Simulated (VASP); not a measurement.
# MoSe (Fm-3m) in VASP: single point with PBE+U

Aim: the single point of MoSe with PBE+U.

Program: VASP 6.6.1. These are calculated values, not measurements. Logs are shortened: lines on timing, memory, paths and dates and some standing lists are left out, and cuts for length are marked.

## Step 1: The cell of the first run

Symmetry: Fm-3m, No. 225, cubic system. Conventional cell: a = 6.053 Å, b = 6.053 Å, c = 6.053 Å, α = 90.00°, β = 90.00°, γ = 90.00°. Within 4.0 Å of Mo (site symmetry m-3m) lie 6 Se at 3.03 Å. Within 4.0 Å of Se (site symmetry m-3m) lie 6 Mo at 3.03 Å.

## Step 2: Single point, PBE+U

Input file INCAR:

```
ALGO = Normal
EDIFF = 1E-6
ENCUT = 500
GGA = PE
GGA_COMPAT = False
ISIF = 2
ISMEAR = 0
LASPH = True
LCHARG = False
LDAU = True
LDAUJ = 0 0
LDAUL = 2 -1
LDAUPRINT = 1
LDAUTYPE = 2
LDAUU = 4.38 0
LMAXMIX = 4
LREAL = False
LWAVE = False
NBANDS = 17
NELM = 200
PREC = Accurate
SIGMA = 0.1
```

Input file KPOINTS:

```
k-points
0
Gamma
  12 12 12
```

Input file POSCAR:

```
MoSe
1.0
    0.0000000000      3.0263715716      3.0263715716
    3.0263715716      0.0000000000      3.0263715716
    3.0263715716      3.0263715716      0.0000000000
Mo Se
1 1
Direct
    0.0000000000      0.0000000000      0.0000000000
    0.5000000000      0.5000000000      0.5000000000
```

Potentials or basis: VASP PAW PBE potentials, release 64 (Mo_sv, Se).

Started as:

```
$ cat potpaw_PBE.64/Mo_sv/POTCAR potpaw_PBE.64/Se/POTCAR > POTCAR
$ mpirun -np 1 vasp_std > vasp.out
```

OUTCAR:

```text
EDIFF = 1E-6
   ENCUT = 500
   GGA = PE
   ISIF = 2
   ISMEAR = 0
   LASPH = True
   LREAL = False
   NELM = 200
   PREC = Accurate

 ion  position               nearest neighbor table
   1  0.000  0.000  0.000-   2 3.03   2 3.03   2 3.03   2 3.03   2 3.03   2 3.03
   2  0.500  0.500  0.500-   1 3.03   1 3.03   1 3.03   1 3.03   1 3.03   1 3.03

  LATTYP: Found a face centered cubic cell.
 ALAT       =     6.0527431432

  Lattice vectors:

 A1 = (   0.0000000000,   3.0263715716,   3.0263715716)
 A2 = (   3.0263715716,   0.0000000000,   3.0263715716)
 A3 = (   3.0263715716,   3.0263715716,   0.0000000000)

Analysis of symmetry for initial positions (statically):
=====================================================================
 Subroutine PRICEL returns:
 Original cell was already a primitive cell.

 Routine SETGRP: Setting up the symmetry group for a
 face centered cubic supercell.

 Subroutine GETGRP returns: Found 48 space group operations
 (whereof 48 operations were pure point group operations)
 out of a pool of 48 trial point group operations.

The static configuration has the point symmetry O_h .

Analysis of symmetry for dynamics (positions and initial velocities):
=====================================================================
 Subroutine PRICEL returns:
 Original cell was already a primitive cell.

 Routine SETGRP: Setting up the symmetry group for a
 face centered cubic supercell.

 Subroutine GETGRP returns: Found 48 space group operations
 (whereof 48 operations were pure point group operations)
 out of a pool of 48 trial point group operations.

The dynamic configuration has the point symmetry O_h .

 Subroutine INISYM returns: Found 48 space group operations
 (whereof 48 operations are pure point group operations),
 and found     1 'primitive' translations

----------------------------------------------------------------------------------------

                                     Primitive cell

  volume of cell :      55.4366

  direct lattice vectors                    reciprocal lattice vectors
     0.000000000  3.026371572  3.026371572    -0.165214346  0.165214346  0.165214346
     3.026371572  0.000000000  3.026371572     0.165214346 -0.165214346  0.165214346
     3.026371572  3.026371572  0.000000000     0.165214346  0.165214346 -0.165214346

  length of vectors
     4.279935721  4.279935721  4.279935721     0.286159641  0.286159641  0.286159641

  position of ions in fractional coordinates (direct lattice)
     0.000000000  0.000000000  0.000000000
     0.500000000  0.500000000  0.500000000

  ion indices of the primitive-cell ions
   primitive index   ion index
                 1           1
                 2           2

----------------------------------------------------------------------------------------

 KPOINTS: k-points

Automatic generation of k-mesh.
 Grid dimensions read from file:
 generate k-points for:   12   12   12

 Generating k-lattice:

  Cartesian coordinates                     Fractional coordinates (reciprocal lattice)
    -0.013767862  0.013767862  0.013767862     0.083333333  0.000000000  0.000000000
     0.013767862 -0.013767862  0.013767862     0.000000000  0.083333333  0.000000000
     0.013767862  0.013767862 -0.013767862     0.000000000  0.000000000  0.083333333

  Length of vectors
     0.023846637  0.023846637  0.023846637

  Shift w.r.t. Gamma in fractional coordinates (k-lattice)
     0.000000000  0.000000000  0.000000000

 Subroutine IBZKPT returns following result:
 ===========================================

 Found     72 irreducible k-points:

 Following reciprocal coordinates:
            Coordinates               Weight
  0.000000  0.000000  0.000000      1.000000
  0.083333  0.000000  0.000000      8.000000
  0.166667  0.000000  0.000000      8.000000
  0.250000  0.000000  0.000000      8.000000
  0.333333  0.000000  0.000000      8.000000
  0.416667  0.000000  0.000000      8.000000
[... 16 lines left out ...]
  0.500000  0.166667  0.000000     24.000000
 -0.416667  0.166667  0.000000     24.000000
 [... further k-points ...]
   k-points           NKPTS =     72   k-points in BZ     NKDIM =     72   number of bands    NBANDS=     17
   number of dos      NEDOS =    301   number of ions     NIONS =      2
   total plane-waves  NPLWV =  32768
   dimension x,y,z NGX =    32 NGY =   32 NGZ =   32
   dimension x,y,z NGXF=    64 NGYF=   64 NGZF=   64
   ions per type =               1   1
   NGX,Y,Z   is equivalent  to a cutoff of  12.43, 12.43, 12.43 a.u.
   NGXF,Y,Z  is equivalent  to a cutoff of  24.86, 24.86, 24.86 a.u.
 SYSTEM =  unknown system
   PREC   = accura    normal or accurate (medium, high low for compatibility)
   ISTART =      0    job   : 0-new  1-cont  2-samecut
   ICHARG =      2    charge: 1-file 2-atom 10-const
   ISPIN  =      1    spin polarized calculation?
   LNONCOLLINEAR =      F non collinear calculations
   LSORBIT =      F    spin-orbit coupling
   LASPH  =      T    aspherical Exc in radial PAW
   ENCUT  =  500.0 eV  36.75 Ry    6.06 a.u.   7.80  7.80  7.80*2*pi/ulx,y,z
   NELM   =    200;   NELMIN=  2; NELMDL= -5     # of ELM steps
   EDIFF  = 0.1E-05   stopping-criterion for ELM
   LREAL  =      F    real-space projection
   EDIFFG = 0.1E-04   stopping-criterion for IOM
   NSW    =      0    number of steps for IOM
   IBRION =     -1    ionic relax: 0-MD 1-quasi-New 2-CG
   NFREE  =      0    steps in history (QN), initial steepest desc. (CG)
   ISIF   =      2    stress and relaxation
   ISYM   =      2    0-nonsym 1-usesym 2-fastsym
   POTIM  = 0.5000    time-step for ionic-motion
   TEBEG  =    0.0;   TEEND  =   0.0 temperature during run
   PSTRESS=    0.0 pullay stress
   NELECT =      20.0000    total number of electrons
   NUPDOWN=      -1.0000    fix difference up-down
   EMIN   =  10.00;   EMAX   =-10.00  energy-range for DOS
   EFERMI =   0.00;   METHOD = LEGACY
   ISMEAR =     0;   SIGMA  =   0.10  broadening in eV -4-tet -1-fermi 0-gaus
   EFERMI_NEDOS =   21; number of points for ismear=-14 and -15
   IALGO  =     38    algorithm
   IMIX   =      4    mixing-type and parameters
     AMIX     =   0.40;   BMIX     =  1.00
     AMIX_MAG =   1.60;   BMIX_MAG =  1.00
  volume/ion in A,a.u.               =      27.72       187.05
  Fermi-wavevector in a.u.,A,eV,Ry     =   1.165429  2.202342 18.479778  1.358225
  Thomas-Fermi vector in A             =   2.301955
   LORBIT       =      0    0 simple, 1 ext, 2 COOP (PROOUT), +10 PAW based schemes
 LDA+U is selected, type is set to LDAUTYPE =  2
   angular momentum for each species LDAUL =     2   -1
   U (eV)           for each species LDAUU =   4.4  0.0
   J (eV)           for each species LDAUJ =   0.0  0.0
   GGA     = PE    functional components
   LHFCALC =     F    Hartree Fock is set to
   AEXX    =    0.0000 exact exchange contribution
   IVDW    =     0    specifies the selected vdW correction
   LEPSILON=     F    determine dielectric tensor
   LRPA    =     F    only Hartree local field effects (RPA)
 non-spin polarized calculation
 Gauss-broadening in eV      SIGMA  =   0.10
  energy-cutoff  :      500.00
  volume of cell :       55.44
 maximum number of plane-waves:      1424
   NGX = 15   NGY = 15   NGZ = 15

atom =   1  type =  1  l = 2

 onsite density matrix

spin component  1

  0.5466  0.0000  0.0000  0.0000  0.0000
  0.0000  0.5466 -0.0000  0.0000 -0.0000
  0.0000 -0.0000  0.1092  0.0000  0.0000
  0.0000  0.0000  0.0000  0.5466 -0.0000
  0.0000 -0.0000  0.0000 -0.0000  0.1092

spin component  2

  0.5466  0.0000  0.0000  0.0000  0.0000
  0.0000  0.5466 -0.0000  0.0000 -0.0000
  0.0000 -0.0000  0.1092  0.0000  0.0000
  0.0000  0.0000  0.0000  0.5466 -0.0000
  0.0000 -0.0000  0.0000 -0.0000  0.1092

 occupancies and eigenvectors

  o =  0.1092  v =  0.0000 -0.0000 -1.0000  0.0000 -0.0072  0.0000  0.0000  0.0000  0.0000  0.0000      0.0000  0.0000  0.0000  0.0000  0.0000  0.0000  0.0000  0.0000  0.0000  0.0000
  o =  0.1092  v =  0.0000  0.0000  0.0000  0.0000  0.0000  0.0000 -0.0000 -1.0000  0.0000 -0.0072      0.0000  0.0000  0.0000  0.0000  0.0000  0.0000  0.0000  0.0000  0.0000  0.0000
  o =  0.1092  v =  0.0000  0.0000  0.0000  0.0000  0.0000  0.0000 -0.0000 -0.0072  0.0000  1.0000      0.0000  0.0000  0.0000  0.0000  0.0000  0.0000  0.0000  0.0000  0.0000  0.0000
  o =  0.1092  v =  0.0000 -0.0000 -0.0072  0.0000  1.0000  0.0000  0.0000  0.0000  0.0000  0.0000      0.0000  0.0000  0.0000  0.0000  0.0000  0.0000  0.0000  0.0000  0.0000  0.0000
  o =  0.5466  v =  0.0000  0.0000  0.0000  0.0000  0.0000  1.0000  0.0000  0.0000  0.0000  0.0000      0.0000  0.0000  0.0000  0.0000  0.0000  0.0000  0.0000  0.0000  0.0000  0.0000
  o =  0.5466  v =  1.0000  0.0000  0.0000  0.0000  0.0000  0.0000  0.0000  0.0000  0.0000  0.0000      0.0000  0.0000  0.0000  0.0000  0.0000  0.0000  0.0000  0.0000  0.0000  0.0000
  o =  0.5466  v =  0.0000 -0.7225 -0.0000  0.6914  0.0000  0.0000  0.0000  0.0000  0.0000  0.0000      0.0000  0.0000  0.0000  0.0000  0.0000  0.0000  0.0000  0.0000  0.0000  0.0000
  o =  0.5466  v =  0.0000  0.0000  0.0000  0.0000  0.0000  0.0000 -0.7225 -0.0000  0.6914  0.0000      0.0000  0.0000  0.0000  0.0000  0.0000  0.0000  0.0000  0.0000  0.0000  0.0000
  o =  0.5466  v =  0.0000  0.0000  0.0000  0.0000  0.0000  0.0000  0.6914  0.0000  0.7225 -0.0000      0.0000  0.0000  0.0000  0.0000  0.0000  0.0000  0.0000  0.0000  0.0000  0.0000
  o =  0.5466  v =  0.0000  0.6914  0.0000  0.7225 -0.0000  0.0000  0.0000  0.0000  0.0000  0.0000      0.0000  0.0000  0.0000  0.0000  0.0000  0.0000  0.0000  0.0000  0.0000  0.0000

 number of electron      19.9999998 magnetization

 Free energy of the ion-electron system (eV)
  ---------------------------------------------------
  ext. energy  EPLUGINS =         0.00000000
  ---------------------------------------------------
  free energy    TOTEN  =        -6.74672937 eV

  energy without entropy =       -6.69355859  energy(sigma->0) =       -6.72014398

 E-fermi :   4.2458     XC(G=0):  -9.6106

 val. band max:        4.2422661121   @ k =  -0.2500   0.1667   0.0000
 cond. band min:       4.2464460761   @ k =   0.4167   0.1667   0.0000
 fundamental gap:      0.0041799640
 Fermi energy:         4.2457757156

 k-point     1 :       0.0000    0.0000    0.0000
  band No.  band energies     occupation
      1     -57.1483      2.00000
      2     -31.1774      2.00000
      3     -31.1773      2.00000
      4     -31.1773      2.00000
      5      -8.7917      2.00000
      6       2.8841      2.00000
[... 457 lines left out ...]
      4     -31.1795      2.00000
      5      -8.2320      2.00000
      6      -0.2859      2.00000
[... 9 lines left out ...]
     16      10.9395      0.00000
     17      11.5122      0.00000

 [... further k-points ...]

------------------------ aborting loop because EDIFF is reached ----------------------------------------

  FORCE on cell =-STRESS in cart. coord.  units (eV):
  Direction    XX          YY          ZZ          XY          YZ          ZX
  --------------------------------------------------------------------------------------
  -------------------------------------------------------------------------------------
  Total       -5.8857964     -5.8857964     -5.8857964     -0.0000000     -0.0000000     -0.0000000
  in kB     -170.1057811   -170.1057811   -170.1057811     -0.0000000     -0.0000000     -0.0000000
  external PRESSURE =    -170.1057811 kB  Pullay stress =       0.0000000 kB

 VOLUME and BASIS-vectors are now :
 -----------------------------------------------------------------------------
  energy-cutoff  :      500.00
  volume of cell :       55.44
      direct lattice vectors                 reciprocal lattice vectors
     0.000000000  3.026371572  3.026371572    -0.165214346  0.165214346  0.165214346
     3.026371572  0.000000000  3.026371572     0.165214346 -0.165214346  0.165214346
     3.026371572  3.026371572  0.000000000     0.165214346  0.165214346 -0.165214346

 POSITION                                       TOTAL-FORCE (eV/Angst)
 -----------------------------------------------------------------------------------
      0.00000      0.00000      0.00000        -0.000000     -0.000000     -0.000000
      3.02637      3.02637      3.02637         0.000000      0.000000      0.000000
 -----------------------------------------------------------------------------------
    total drift:                                0.000000     -0.000000     -0.000000

  FREE ENERGIE OF THE ION-ELECTRON SYSTEM (eV)
  ---------------------------------------------------
  free  energy   TOTEN  =        -6.7467293670 eV

  energy  without entropy=       -6.6935585940  energy(sigma->0) =       -6.72014398
```

It took 70 s on 1 thread of Intel Xeon 8259CL, shared host; peak memory 0.22 GiB.

Results:

```yaml
Free_energy: -6.7467 eV
Pressure: -17.0 GPa
Band_gap_on_the_k_mesh: zero (bands 10 and 11 overlap by 1.06 eV)
```

Eigenvalues of the final occupation matrices:
| site | spin | trace | eigenvalues |
| --- | --- | --- | --- |
| site 1 d | 1 | 1.86 | 0.11 0.11 0.55 0.55 0.55 |
| site 1 d | 2 | 1.86 | 0.11 0.11 0.55 0.55 0.55 |

Caveat: the cell stands under tension; U without spin polarisation on a metal has little footing.
